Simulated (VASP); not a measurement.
A run of VASP 6.6.1 is set up as follows.

File POSCAR:

```
In
1.0
   -1.6703700690      1.6703700690      2.3587619083
    1.6703700690     -1.6703700690      2.3587619083
    1.6703700690      1.6703700690     -2.3587619083
In
1
Direct
    0.0000000000      0.0000000000      0.0000000000
```

The input INCAR.step1:

```
ALGO = Normal ; EDIFF = 1E-4
ENCUT = 520 ; GGA = PE
ISMEAR = 0 ; LASPH = T
LCHARG = F ; LREAL = F
LWAVE = T ; NBANDS = 12
NELM = 100 ; PREC = Accurate
SIGMA = 0.1
```

Contents of INCAR.step2:

```
ALGO = Normal ; EDIFF = 1E-7
ENCUT = 520 ; ISIF = 2
ISMEAR = 0 ; ISTART = 1
LASPH = T ; LCHARG = F
LMIXTAU = T ; LREAL = F
LWAVE = F ; METAGGA = R2SCAN
NBANDS = 12 ; NELM = 100
PREC = Accurate ; SIGMA = 0.1
```

File KPOINTS:

```
k-points
0
Gamma
  18 18 18
```

Potentials or basis: VASP PAW PBE potentials, release 64 (In_d).

Command:

```bash
$ cat potpaw_PBE.64/In_d/POTCAR > POTCAR
$ cp INCAR.step1 INCAR
$ mpirun -np 1 vasp_std > vasp.out
$ cp INCAR.step2 INCAR
$ mpirun -np 1 vasp_std > vasp.out
```

(1) What does it give for the pressure?

(2) Predict the band gap on the k mesh.

Results:

(1) 0.0 GPa.

(2) zero (an odd number of electrons rules out a gap without spin polarisation).

Caveat: the PAW data sets were made with another functional, which shifts forces and pressure a little; spin-orbit coupling is left out, which moves the levels of the heavy elements.
